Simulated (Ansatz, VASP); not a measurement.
Two plane-wave programs on HfSc3

File INCAR:

```
PREC     = Accurate       # precision mode
ENCUT    = 600            # plane-wave cutoff, eV
EDIFF    = 1E-6           # SCF threshold, eV
ISMEAR   = 0              # smearing method
SIGMA    = 0.1            # smearing width, eV
LREAL    = F              # projectors in reciprocal space
LASPH    = T              # aspherical terms in the spheres
NELM     = 60             # most SCF steps
ALGO     = Normal         # electronic algorithm
ISIF     = 3              # what is computed and relaxed
LWAVE    = F              # write WAVECAR
LCHARG   = F              # write CHGCAR
GGA      = PE             # functional
IBRION   = 2              # ionic algorithm
NSW      = 90             # ionic steps
EDIFFG   = -0.04          # ionic threshold
```

The input KPOINTS:

```
regular mesh
0
Gamma
  6 6 6
```

File POSCAR:

```
HfSc3
1.0
   -2.0574217407      2.0574217407      4.5957992129
    2.0574217407     -2.0574217407      4.5957992129
    2.0574217407      2.0574217407     -4.5957992129
Hf Sc
1 3
Direct
    0.0000000000      0.0000000000      0.0000000000
    0.5000000000      0.5000000000      0.0000000000
    0.2500000000      0.7500000000      0.5000000000
    0.7500000000      0.2500000000      0.5000000000
```

Input for Ansatz:

```yaml
crystal:
  lattice:
    - [-2.0574217407, 2.0574217407, 4.5957992129]
    - [2.0574217407, -2.0574217407, 4.5957992129]
    - [2.0574217407, 2.0574217407, -4.5957992129]
  atoms:
    - { symbol: Hf, position: [0.0, 0.0, 0.0] }
    - { symbol: Sc, position: [0.5, 0.5, 0.0] }
    - { symbol: Sc, position: [0.25, 0.75, 0.5] }
    - { symbol: Sc, position: [0.75, 0.25, 0.5] }
basis:
  ecutwfc: 420
kpoints:
  mp_grid: { grid: [6, 6, 6] }
hamiltonian:
  xc: pbe
scf:
  occupations: { method: gaussian, width: 0.1 }
  lower_state_search: "off"
output:
  forces: true
  stress: true
  eigenvalues: true
relax:
  adjacent_minimum: "off"
  f_tol: 0.04
  max_steps: 70
  cell: { stress_tol: 0.4 }
```

Alike in both runs: task relaxation of cell and atoms; functional PBE; k mesh 6 × 6 × 6; occupations gaussian, width 0.1 eV; no spin polarisation.

```csv
,VASP,Ansatz
version,VASP 6.6.1,Ansatz 0.2.0
potentials or method,"VASP PAW PBE potentials, release 64 (Hf_pv, Sc_sv), cutoff 600 eV","scalar-relativistic, plane waves, PAW"
valence electrons in the cell,43,59
```

Ansatz gave:

- gap on the k mesh at the Fermi level, each at its own relaxed structure (eV): none
- relaxed volume (Å³/atom): 23.56
- relaxed cell length with the largest relative difference (Å): 5.567

Question: Which values does VASP return?

Answer: gap on the k mesh at the Fermi level, each at its own relaxed structure (eV): none; relaxed volume (Å³/atom): 23.67; relaxed cell length with the largest relative difference (Å): 5.568.

A gap of «none» marks a metal or a gap that the smearing closes. VASP's potentials hold 43 valence electrons a cell and Ansatz's 59, so a difference there can come from the potentials and not from the codes.

Neither program's run includes spin-orbit coupling. Noted on VASP's run: the volume moved by over 15 % at a fixed basis, so the end points are rough.
